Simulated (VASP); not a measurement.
Set up this calculation in VASP 6.6.1, as the native input.

* Task: single point
* Functional: PBEsol
* Potentials or basis: VASP PAW PBE potentials, release 64 (K_sv)
* Cutoff: 520 eV
* k mesh: 12 × 12 × 12
* Occupations: fermi-dirac, width 0.15 eV
* Spin: no spin polarisation
* Dipole correction: no
* Further INCAR settings: ALGO = Fast; EDIFF = 1e-06; NBANDS = 10

The structure of K lies in POSCAR:

```
K
1.0
   -2.6125000000      2.6125000000      2.6125000000
    2.6125000000     -2.6125000000      2.6125000000
    2.6125000000      2.6125000000     -2.6125000000
K
1
Direct
    0.0000000000      0.0000000000      0.0000000000
```

The input as run:

INCAR

```
SYSTEM = K
  PREC = Accurate
  ENCUT = 520
  EDIFF = 1E-6
  ISMEAR = -1
  SIGMA = 0.15
  LREAL = .FALSE.
  LASPH = .TRUE.
  NELM = 100
  ALGO = Fast
  ISIF = 2
  LWAVE = .FALSE.
  LCHARG = .FALSE.
  GGA = PS
  NBANDS = 10
```

KPOINTS

```
Automatic mesh
0
G
  12 12 12
  0 0 0
```

Potentials or basis: VASP PAW PBE potentials, release 64 (K_sv).

The run is started by

```sh
$ cat potpaw_PBE.64/K_sv/POTCAR > POTCAR
$ mpirun -np 1 vasp_std > vasp.out
```

It gave:

| Quantity | Value |
| --- | --- |
| Pressure | 0.0 GPa |

Caveat: the PAW data sets were made with another functional, which shifts forces and pressure a little.

It took 47 s on 1 thread of AMD EPYC 7R43 64-Core Processor (Zen 3) (shared host), peak memory 0.18 GiB.
